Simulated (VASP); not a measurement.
Wanted: the native input for a VASP 6.6.1 run.

* Task: single point
* Functional: r2SCAN50
* Potentials or basis: VASP PAW PBE potentials, release 64 (K_sv, I)
* Cutoff: 520 eV
* k mesh: 4 × 4 × 4
* Occupations: gaussian, width 0.01 eV
* Spin: no spin polarisation
* Dipole correction: no
* Grid for exact exchange (PRECFOCK): Normal
* Further INCAR settings: ALGO = Normal; EDIFF = 1e-06; NBANDS = 15
* Share of exact exchange: 0.5

Crystal: KI.

```
K I
1.0
     0.00000    3.96589    3.96589
     3.96589    0.00000    3.96589
     3.96589    3.96589    0.00000
K I
1 1
Direct
  0.00000 0.00000 0.00000
  0.25000 0.25000 0.25000
```

The input as run:

POSCAR

```
KI
1.0
    0.0000000000      3.9658942823      3.9658942823
    3.9658942823      0.0000000000      3.9658942823
    3.9658942823      3.9658942823      0.0000000000
K I
1 1
Direct
    0.0000000000      0.0000000000      0.0000000000
    0.2500000000      0.2500000000      0.2500000000
```

INCAR.step1

```
PREC = Accurate
ENCUT = 520
EDIFF = 1E-5
ISMEAR = 0
SIGMA = 0.01
LREAL = F
LASPH = T
NELM = 60
ALGO = Normal
ISIF = 2
LWAVE = T
LCHARG = F
GGA = PE
NBANDS = 15
```

INCAR.step2

```
PREC = Accurate
ENCUT = 520
EDIFF = 1E-6
ISMEAR = 0
SIGMA = 0.01
LREAL = F
LASPH = T
NELM = 60
ALGO = Normal
ISIF = 2
LWAVE = F
LCHARG = F
METAGGA = R2SCAN
LHFCALC = T
AEXX = 0.5
LMIXTAU = T
PRECFOCK = Normal
ISTART = 1
NBANDS = 15
```

KPOINTS

```
regular mesh
0
Gamma
  4 4 4
```

Potentials or basis: VASP PAW PBE potentials, release 64 (K_sv, I).

Run with:

```bash
$ cat potpaw_PBE.64/K_sv/POTCAR potpaw_PBE.64/I/POTCAR > POTCAR
$ cp INCAR.step1 INCAR
$ mpirun -np 1 vasp_std > vasp.out
$ cp INCAR.step2 INCAR
$ mpirun -np 1 vasp_std > vasp.out
```

It gave:

```json
{
  "Pressure": "-0.1 GPa",
  "Band gap on the k mesh": "7.25 eV"
}
```

Caveat: the structure was generated, so it needn't be the stable form of KI; the PAW data sets were made with another functional, which shifts forces and pressure a little; spin-orbit coupling is left out, which moves the levels of the heavy elements.

Wall time 10 min on 1 thread of Intel(R) Xeon(R) Platinum 8259CL CPU @ 2.50GHz (Skylake/Cascade Lake), with other jobs on the host, peak memory 0.32 GiB.
